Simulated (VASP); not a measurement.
Set up this calculation in VASP 6.6.1, as the native input.

```yaml
Task: single point
Functional: r2SCAN
Potentials_or_basis: VASP PAW PBE potentials, release 64 (Al)
Cutoff: 520 eV
k_mesh: 12 × 12 × 6
Occupations: fermi-dirac, width 0.1 eV
Spin: no spin polarisation
Dipole_correction: no
Further_INCAR_settings: ALGO = Normal; EDIFF = 1e-07; NBANDS = 10
```

Al:

```
CELL_PARAMETERS angstrom
2.81245 0.00000 0.00000
-1.40623 2.43566 0.00000
0.00000 0.00000 4.86685
ATOMIC_POSITIONS crystal
Al 0.66667 0.33333 0.75000
Al 0.33333 0.66667 0.25000
```

One way to write it, as run:

POSCAR

```
Al
1.0
    2.8124550000      0.0000000000      0.0000000000
   -1.4062280000      2.4356580000      0.0000000000
    0.0000000000      0.0000000000      4.8668500000
Al
2
Direct
    0.6666666667      0.3333333333      0.7500000000
    0.3333333333      0.6666666667      0.2500000000
```

INCAR.step1

```
  PREC = Accurate
  ENCUT = 520
  ISMEAR = -1
  SIGMA = 0.1
  LREAL = F
  LASPH = T
  NELM = 60
  NBANDS = 10
  GGA = PE
  ALGO = Normal
  EDIFF = 1E-4
  LWAVE = T
  LCHARG = F
```

INCAR.step2

```
  PREC = Accurate
  ENCUT = 520
  EDIFF = 1E-7
  ISMEAR = -1
  SIGMA = 0.1
  LREAL = F
  LASPH = T
  NELM = 60
  ALGO = Normal
  ISIF = 2
  LWAVE = F
  LCHARG = F
  METAGGA = R2SCAN
  LMIXTAU = T
  NBANDS = 10
  ISTART = 1
```

KPOINTS

```
Automatic mesh
0
Gamma
  12 12 6
```

Potentials or basis: VASP PAW PBE potentials, release 64 (Al).

The run is started by

```sh
$ cat potpaw_PBE.64/Al/POTCAR > POTCAR
$ cp INCAR.step1 INCAR
$ mpirun -np 1 vasp_std > vasp.out
$ cp INCAR.step2 INCAR
$ mpirun -np 1 vasp_std > vasp.out
```

Results of the run:

```
Pressure               : -3.4 GPa
Band gap on the k mesh : zero (band 3 reaches 11.81 eV, above the bottom of band 4 at 4.71 eV)
```

Caveat: the PAW data sets were made with another functional, which shifts forces and pressure a little.

Run time: 89 s on 1 thread of AMD EPYC 7R43 64-Core Processor (Zen 3), with other jobs on the host, peak memory 0.13 GiB.
